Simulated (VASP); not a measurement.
# TePb (l.bB) (Fm-3m) in VASP: notebook, part 2 of 3

VASP 6.6.1. Earlier steps stand in the parts before.

## 3. Single point, LDA

This run uses another cell than the first one, of 32.48 Å³/atom, 0.973 times its volume.

Input file INCAR:

```
PREC = Accurate ; ENCUT = 500
EDIFF = 1E-6 ; ISMEAR = 0
SIGMA = 0.02 ; LREAL = F
LASPH = T ; NELM = 120
ALGO = Normal ; ISIF = 2
LWAVE = F ; LCHARG = T
LELF = T ; LVHAR = T
NBANDS = 17 ; GGA_COMPAT = F
```

Input file KPOINTS:

```
Automatic mesh
0
Gamma
  8 8 8
```

Input file POSCAR:

```
TePb
1.0
    0.0000000000      3.1904425242      3.1904425242
    3.1904425242      0.0000000000      3.1904425242
    3.1904425242      3.1904425242      0.0000000000
Pb Te
1 1
Direct
    0.0000000000      0.0000000000      0.0000000000
    0.5000000000      0.5000000000      0.5000000000
```

Potentials or basis: VASP PAW LDA potentials, release 64 (Pb_d, Te).

Launch:

```bash
$ cat potpaw_LDA.64/Pb_d/POTCAR potpaw_LDA.64/Te/POTCAR > POTCAR
$ mpirun -np 1 vasp_std > vasp.out
```

OUTCAR:

```text
PREC = Accurate
   ENCUT = 500
   EDIFF = 1E-6
   ISMEAR = 0
   LREAL = F
   LASPH = T
   NELM = 120
   ISIF = 2

 ion  position               nearest neighbor table
   1  0.000  0.000  0.000-   2 3.19   2 3.19   2 3.19   2 3.19   2 3.19   2 3.19
   2  0.500  0.500  0.500-   1 3.19   1 3.19   1 3.19   1 3.19   1 3.19   1 3.19

  LATTYP: Found a face centered cubic cell.
 ALAT       =     6.3808850484

  Lattice vectors:

 A1 = (   0.0000000000,   3.1904425242,   3.1904425242)
 A2 = (   3.1904425242,   0.0000000000,   3.1904425242)
 A3 = (   3.1904425242,   3.1904425242,   0.0000000000)

Analysis of symmetry for initial positions (statically):
=====================================================================
 Subroutine PRICEL returns:
 Original cell was already a primitive cell.

 Routine SETGRP: Setting up the symmetry group for a
 face centered cubic supercell.

 Subroutine GETGRP returns: Found 48 space group operations
 (whereof 48 operations were pure point group operations)
 out of a pool of 48 trial point group operations.

The static configuration has the point symmetry O_h .

Analysis of symmetry for dynamics (positions and initial velocities):
=====================================================================
 Subroutine PRICEL returns:
 Original cell was already a primitive cell.

 Routine SETGRP: Setting up the symmetry group for a
 face centered cubic supercell.

 Subroutine GETGRP returns: Found 48 space group operations
 (whereof 48 operations were pure point group operations)
 out of a pool of 48 trial point group operations.

The dynamic configuration has the point symmetry O_h .

 Subroutine INISYM returns: Found 48 space group operations
 (whereof 48 operations are pure point group operations),
 and found     1 'primitive' translations

----------------------------------------------------------------------------------------

                                     Primitive cell

  volume of cell :      64.9505

  direct lattice vectors                    reciprocal lattice vectors
     0.000000000  3.190442524  3.190442524    -0.156718072  0.156718072  0.156718072
     3.190442524  0.000000000  3.190442524     0.156718072 -0.156718072  0.156718072
     3.190442524  3.190442524  0.000000000     0.156718072  0.156718072 -0.156718072

  length of vectors
     4.511967088  4.511967088  4.511967088     0.271443663  0.271443663  0.271443663

  position of ions in fractional coordinates (direct lattice)
     0.000000000  0.000000000  0.000000000
     0.500000000  0.500000000  0.500000000

  ion indices of the primitive-cell ions
   primitive index   ion index
                 1           1
                 2           2

----------------------------------------------------------------------------------------

 KPOINTS: Automatic mesh

Automatic generation of k-mesh.
 Grid dimensions read from file:
 generate k-points for:    8    8    8

 Generating k-lattice:

  Cartesian coordinates                     Fractional coordinates (reciprocal lattice)
    -0.019589759  0.019589759  0.019589759     0.125000000  0.000000000  0.000000000
     0.019589759 -0.019589759  0.019589759     0.000000000  0.125000000  0.000000000
     0.019589759  0.019589759 -0.019589759     0.000000000  0.000000000  0.125000000

  Length of vectors
     0.033930458  0.033930458  0.033930458

  Shift w.r.t. Gamma in fractional coordinates (k-lattice)
     0.000000000  0.000000000  0.000000000

 Subroutine IBZKPT returns following result:
 ===========================================

 Found     29 irreducible k-points:

 Following reciprocal coordinates:
            Coordinates               Weight
  0.000000  0.000000  0.000000      1.000000
  0.125000  0.000000  0.000000      8.000000
  0.250000  0.000000  0.000000      8.000000
  0.375000  0.000000  0.000000      8.000000
  0.500000  0.000000  0.000000      4.000000
  0.125000  0.125000  0.000000      6.000000
[... 16 lines left out ...]
  0.500000  0.250000  0.125000     48.000000
 -0.375000  0.250000  0.125000     24.000000
 [... further k-points ...]
   k-points           NKPTS =     29   k-points in BZ     NKDIM =     29   number of bands    NBANDS=     17
   number of dos      NEDOS =    301   number of ions     NIONS =      2
   total plane-waves  NPLWV =  46656
   dimension x,y,z NGX =    36 NGY =   36 NGZ =   36
   dimension x,y,z NGXF=    72 NGYF=   72 NGZF=   72
   ions per type =               1   1
   NGX,Y,Z   is equivalent  to a cutoff of  13.26, 13.26, 13.26 a.u.
   NGXF,Y,Z  is equivalent  to a cutoff of  26.53, 26.53, 26.53 a.u.
 SYSTEM =  unknown system
   PREC   = accura    normal or accurate (medium, high low for compatibility)
   ISTART =      0    job   : 0-new  1-cont  2-samecut
   ICHARG =      2    charge: 1-file 2-atom 10-const
   ISPIN  =      1    spin polarized calculation?
   LNONCOLLINEAR =      F non collinear calculations
   LSORBIT =      F    spin-orbit coupling
   LASPH  =      T    aspherical Exc in radial PAW
   ENCUT  =  500.0 eV  36.75 Ry    6.06 a.u.   8.23  8.23  8.23*2*pi/ulx,y,z
   NELM   =    120;   NELMIN=  2; NELMDL= -5     # of ELM steps
   EDIFF  = 0.1E-05   stopping-criterion for ELM
   LREAL  =      F    real-space projection
   EDIFFG = 0.1E-04   stopping-criterion for IOM
   NSW    =      0    number of steps for IOM
   IBRION =     -1    ionic relax: 0-MD 1-quasi-New 2-CG
   NFREE  =      0    steps in history (QN), initial steepest desc. (CG)
   ISIF   =      2    stress and relaxation
   ISYM   =      2    0-nonsym 1-usesym 2-fastsym
   POTIM  = 0.5000    time-step for ionic-motion
   TEBEG  =    0.0;   TEEND  =   0.0 temperature during run
   PSTRESS=    0.0 pullay stress
   NELECT =      20.0000    total number of electrons
   NUPDOWN=      -1.0000    fix difference up-down
   EMIN   =  10.00;   EMAX   =-10.00  energy-range for DOS
   EFERMI =   0.00;   METHOD = LEGACY
   ISMEAR =     0;   SIGMA  =   0.02  broadening in eV -4-tet -1-fermi 0-gaus
   EFERMI_NEDOS =   21; number of points for ismear=-14 and -15
   IALGO  =     38    algorithm
   IMIX   =      4    mixing-type and parameters
     AMIX     =   0.40;   BMIX     =  1.00
     AMIX_MAG =   1.60;   BMIX_MAG =  1.00
  volume/ion in A,a.u.               =      32.48       219.15
  Fermi-wavevector in a.u.,A,eV,Ry     =   1.105496  2.089085 16.627976  1.222122
  Thomas-Fermi vector in A             =   2.241984
   LORBIT       =      0    0 simple, 1 ext, 2 COOP (PROOUT), +10 PAW based schemes
   GGA     = CA    functional components
   LHFCALC =     F    Hartree Fock is set to
   AEXX    =    0.0000 exact exchange contribution
   IVDW    =     0    specifies the selected vdW correction
   LEPSILON=     F    determine dielectric tensor
   LRPA    =     F    only Hartree local field effects (RPA)
 non-spin polarized calculation
 Gauss-broadening in eV      SIGMA  =   0.02
  energy-cutoff  :      500.00
  volume of cell :       64.95
 maximum number of plane-waves:      1676
 NGX is ok and might be reduce to    36
   NGX = 17   NGY = 17   NGZ = 17

 number of electron      19.9999999 magnetization

 Free energy of the ion-electron system (eV)
  ---------------------------------------------------
  ext. energy  EPLUGINS =         0.00000000
  ---------------------------------------------------
  free energy    TOTEN  =        -8.77473265 eV

  energy without entropy =       -8.77473265  energy(sigma->0) =       -8.77473265

 E-fermi :   6.0283     XC(G=0):  -9.7415

 val. band max:        5.9266932784   @ k =   0.5000   0.0000   0.0000
 cond. band min:       6.4812283517   @ k =   0.5000   0.0000   0.0000
 fundamental gap:      0.5545350733
 Fermi energy:         6.0282687314

 k-point     1 :       0.0000    0.0000    0.0000
  band No.  band energies     occupation
      1     -10.8208      2.00000
      2     -10.8208      2.00000
      3     -10.8038      2.00000
      4     -10.8038      2.00000
      5     -10.8038      2.00000
      6      -6.4586      2.00000
[... 9 lines left out ...]
     16      11.6124      0.00000
     17      13.0501      0.00000
[... 441 lines left out ...]
 k-point    24 :      -0.3750    0.2500    0.1250
  band No.  band energies     occupation
      1     -10.8570      2.00000
      2     -10.8304      2.00000
      3     -10.7970      2.00000
      4     -10.7900      2.00000
      5     -10.7801      2.00000
      6      -4.7053      2.00000
[... 9 lines left out ...]
     16      15.7015      0.00000
     17      16.0029      0.00000

 [... further k-points ...]

------------------------ aborting loop because EDIFF is reached ----------------------------------------

  FORCE on cell =-STRESS in cart. coord.  units (eV):
  Direction    XX          YY          ZZ          XY          YZ          ZX
  --------------------------------------------------------------------------------------
  -------------------------------------------------------------------------------------
  Total        0.0273425      0.0273425      0.0273425     -0.0000000      0.0000000      0.0000000
  in kB        0.6744746      0.6744746      0.6744746     -0.0000000      0.0000000      0.0000000
  external PRESSURE =       0.6744746 kB  Pullay stress =       0.0000000 kB

 VOLUME and BASIS-vectors are now :
 -----------------------------------------------------------------------------
  energy-cutoff  :      500.00
  volume of cell :       64.95
      direct lattice vectors                 reciprocal lattice vectors
     0.000000000  3.190442524  3.190442524    -0.156718072  0.156718072  0.156718072
     3.190442524  0.000000000  3.190442524     0.156718072 -0.156718072  0.156718072
     3.190442524  3.190442524  0.000000000     0.156718072  0.156718072 -0.156718072

 POSITION                                       TOTAL-FORCE (eV/Angst)
 -----------------------------------------------------------------------------------
      0.00000      0.00000      0.00000         0.000000      0.000000      0.000000
      3.19044      3.19044      3.19044        -0.000000     -0.000000     -0.000000
 -----------------------------------------------------------------------------------
    total drift:                               -0.000000      0.000000      0.000000

  FREE ENERGIE OF THE ION-ELECTRON SYSTEM (eV)
  ---------------------------------------------------
  free  energy   TOTEN  =        -8.7747326479 eV

  energy  without entropy=       -8.7747326479  energy(sigma->0) =       -8.77473265
```

stdout:

```text
POSCAR found type information on POSCAR PbTe
 POSCAR found :  2 types and       2 ions
 scaLAPACK will be used
 LDA part: xc-table for (Slater(with rela. corr.)+CA(PZ))
 , standard interpolation
 POSCAR, INCAR and KPOINTS ok, starting setup
 FFT: planning ... GRIDC
 FFT: planning ... GRID_SOFT
 FFT: planning ... GRID
 WAVECAR not read
 entering main loop
```

Wall time 31 s (1 thread of AMD EPYC 7R13, shared host); peak memory 0.18 GiB.

What came out:

| Quantity | Value |
| --- | --- |
| Free energy | -8.7747 eV |
| Pressure | 0.1 GPa |
| Band gap on the k mesh | 0.55 eV, direct |

Caveat: spin-orbit coupling is left out, which moves the levels of the heavy elements. A k mesh can miss the band edges.

## 4. Single point, LDA

This run uses another cell than the first one, of 32.48 Å³/atom, 0.973 times its volume.

Input file INCAR:

```
ALGO     = Normal         # electronic algorithm
EDIFF    = 1E-6           # SCF threshold, eV
ENCUT    = 500            # plane-wave cutoff, eV
GGA      = CA             # functional
GGA_COMPAT= False        
ISIF     = 2              # what is computed and relaxed
ISMEAR   = 0              # smearing method
LASPH    = True           # aspherical terms in the spheres
LCHARG   = False          # write CHGCAR
LREAL    = False          # projectors in reciprocal space
LWAVE    = False          # write WAVECAR
NBANDS   = 17             # bands
NELM     = 120            # most SCF steps
PREC     = Accurate       # precision mode
SIGMA    = 0.02           # smearing width, eV
```

Input file KPOINTS:

```
k-points
0
Gamma
  10 10 10
```

POSCAR is that of step 3.

Launch:

```bash
$ cat potpaw_LDA.64/Pb_d/POTCAR potpaw_LDA.64/Te/POTCAR > POTCAR
$ mpirun -np 1 vasp_std > vasp.out
```

Wall time 42 s (1 thread of AMD EPYC 7R13, shared host); peak memory 0.2 GiB.

Results (log left out):

* Free energy: -8.7751 eV
* Pressure: 0.1 GPa
* Band gap on the k mesh: 0.55 eV, direct

Levels at points of the mesh, in eV from the valence-band top:
```
           k point  band 6  band 7  band 8  band 9  band 10  band 11  band 12  band 13  band 14  band 15
(0.00, 0.00, 0.00)  -12.39   -5.58   -1.50   -1.50    -1.50     4.02     4.02     4.02     5.69     5.69
(0.50, 0.00, 0.00)  -10.85   -8.85   -1.00   -1.00     0.00     0.55     1.10     1.10     8.33     9.20
(0.50, 0.50, 0.00)  -10.56   -7.42   -4.83   -3.04    -3.04     3.08     5.52     5.52     6.82    10.17
```

Caveat: spin-orbit coupling is left out, which moves the levels of the heavy elements. A k mesh can miss the band edges.

## 5. Single point, LDA

This run uses another cell than the first one, of 32.48 Å³/atom, 0.973 times its volume.

Input file INCAR:

```
SYSTEM = TePb
PREC = Accurate
ENCUT = 500
EDIFF = 1E-6
ISMEAR = 0
SIGMA = 0.02
LREAL = .FALSE.
LASPH = .TRUE.
NELM = 120
ALGO = Normal
ISIF = 2
LWAVE = .FALSE.
LCHARG = .FALSE.
NBANDS = 17
GGA_COMPAT = .FALSE.
```

Input file KPOINTS:

```
Automatic mesh
0
G
  10 10 10
  0 0 0
```

POSCAR is that of step 4.

Launch:

```bash
$ cat potpaw_LDA.64/Pb_d/POTCAR potpaw_LDA.64/Te/POTCAR > POTCAR
$ mpirun -np 1 vasp_std > vasp.out
```

It took 44 s on 1 thread of AMD EPYC 7R13, shared host; peak memory 0.2 GiB.

Results (log left out):

- Free energy: -8.7751 eV
- Pressure: 0.1 GPa
- Band gap on the k mesh: 0.55 eV, direct

Levels at points of the mesh, in eV from the valence-band top:
```tsv
k point	band 6	band 7	band 8	band 9	band 10	band 11	band 12	band 13	band 14	band 15
(0.00, 0.00, 0.00)	-12.39	-5.58	-1.50	-1.50	-1.50	4.02	4.02	4.02	5.69	5.69
(0.50, 0.00, 0.00)	-10.85	-8.85	-1.00	-1.00	0.00	0.55	1.10	1.10	8.33	9.20
(0.50, 0.50, 0.00)	-10.56	-7.42	-4.83	-3.04	-3.04	3.08	5.52	5.52	6.82	10.17
```

Caveat: spin-orbit coupling is left out, which moves the levels of the heavy elements.

(Continued in part 3 of 3.)
